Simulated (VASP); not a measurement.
Wanted: the native input for a VASP 6.6.1 run.

* Task: single point
* Functional: PBE
* Potentials or basis: VASP PAW PBE potentials, release 64 (Pb_d, F_h)
* Cutoff: 910 eV
* k mesh: 2 × 2 × 2, shifted
* Occupations: gaussian, width 0.1 eV
* Spin: no spin polarisation
* Dipole correction: no
* Second run: hard_potentials
* Further INCAR settings: ALGO = Normal; EDIFF = 1e-06; NBANDS = 18; ISYM = 0

The structure of PbF lies in POSCAR:

```
PbF
1.0
    0.0000000000      2.9579484323      2.9579484323
    2.9579484323      0.0000000000      2.9579484323
    2.9579484323      2.9579484323      0.0000000000
Pb F
1 1
Direct
    0.0000000000      0.0000000000      0.0000000000
    0.7500000000      0.7500000000      0.7500000000
```

The input as run:

INCAR

```
SYSTEM = PbF
PREC = Accurate
ENCUT = 910
EDIFF = 1E-6
ISMEAR = 0
SIGMA = 0.1
LREAL = .FALSE.
LASPH = .TRUE.
NELM = 120
ALGO = Normal
ISIF = 2
LWAVE = .FALSE.
LCHARG = .FALSE.
GGA = PE
ISYM = 0
NBANDS = 18
GGA_COMPAT = .FALSE.
```

KPOINTS

```
Automatic mesh
0
Gamma
  2 2 2
  0.5 0.5 0.5
```

Potentials or basis: VASP PAW PBE potentials, release 64 (Pb_d, F_h).

Launch:

```sh
$ cat potpaw_PBE.64/Pb_d/POTCAR potpaw_PBE.64/F_h/POTCAR > POTCAR
$ mpirun -np 1 vasp_std > vasp.out
```

Results of the run:

```json
{"Pressure": "0.3 GPa"}
```

Caveat: the k points lie up to 0.92 Å⁻¹ apart; the cutoff is under 1.25 times the usual one of these potentials, so pressure, stress and relaxed cells hold a basis-set (Pulay) error; an odd number of electrons without spin polarisation forces a metal; a magnetic or distorted state may lie lower.

Wall time 29 s on 1 thread of Intel(R) Xeon(R) Platinum 8375C CPU @ 2.90GHz (Ice Lake), with other jobs on the host, peak memory 0.27 GiB.
